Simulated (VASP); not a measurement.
Write the native input for VASP 6.6.1 that does the following.

- Task: single point
- Functional: r2SCAN
- Potentials or basis: VASP PAW PBE potentials, release 64 (Mo_sv)
- Cutoff: 520 eV
- k mesh: 22 × 22 × 22
- Occupations: gaussian, width 0.15 eV
- Spin: no spin polarisation
- Dipole correction: no
- Further INCAR settings: ALGO = Normal; EDIFF = 1e-06; NBANDS = 13

Mo:

```
Mo
1.0
    -1.57100    1.66526    1.57100
     1.57100   -1.66526    1.57100
     1.57100    1.66526   -1.57100
Mo
1
Cartesian
  0.0000 0.0000 0.0000
```

This cell differs from its parent crystal: strain +0.0600 x Voigt [0, 1, 0, 0, 0, 0].

These files were run (other wordings do the same):

POSCAR

```
Mo
1.0
   -1.5710000000      1.6652600000      1.5710000000
    1.5710000000     -1.6652600000      1.5710000000
    1.5710000000      1.6652600000     -1.5710000000
Mo
1
Direct
    0.0000000000      0.0000000000      0.0000000000
```

INCAR.step1

```
SYSTEM = Mo
  ALGO = Normal
  EDIFF = 1E-4
  ENCUT = 520
  GGA = PE
  ISMEAR = 0
  LASPH = .TRUE.
  LCHARG = .FALSE.
  LREAL = .FALSE.
  LWAVE = .TRUE.
  NBANDS = 13
  NELM = 60
  PREC = Accurate
  SIGMA = 0.15
```

INCAR.step2

```
SYSTEM = Mo
  ALGO = Normal
  EDIFF = 1E-6
  ENCUT = 520
  ISIF = 2
  ISMEAR = 0
  ISTART = 1
  LASPH = .TRUE.
  LCHARG = .FALSE.
  LMIXTAU = .TRUE.
  LREAL = .FALSE.
  LWAVE = .FALSE.
  METAGGA = R2SCAN
  NBANDS = 13
  NELM = 60
  PREC = Accurate
  SIGMA = 0.15
```

KPOINTS

```
k-points
0
G
  22 22 22
  0 0 0
```

Potentials or basis: VASP PAW PBE potentials, release 64 (Mo_sv).

Command:

```sh
$ cat potpaw_PBE.64/Mo_sv/POTCAR > POTCAR
$ cp INCAR.step1 INCAR
$ mpirun -np 1 vasp_std > vasp.out
$ cp INCAR.step2 INCAR
$ mpirun -np 1 vasp_std > vasp.out
```

Results of the run:

```
Pressure               : -10.9 GPa
Band gap on the k mesh : zero (band 7 reaches 15.49 eV, above the bottom of band 8 at 10.71 eV)
```

Caveat: the cell differs from its parent crystal (strain +0.0600 x Voigt [0, 1, 0, 0, 0, 0]); the PAW data sets were made with another functional, which shifts forces and pressure a little.

It took 2.8 min on 1 thread of Intel(R) Xeon(R) 6975P-C (Granite Rapids) (shared host), peak memory 0.28 GiB.
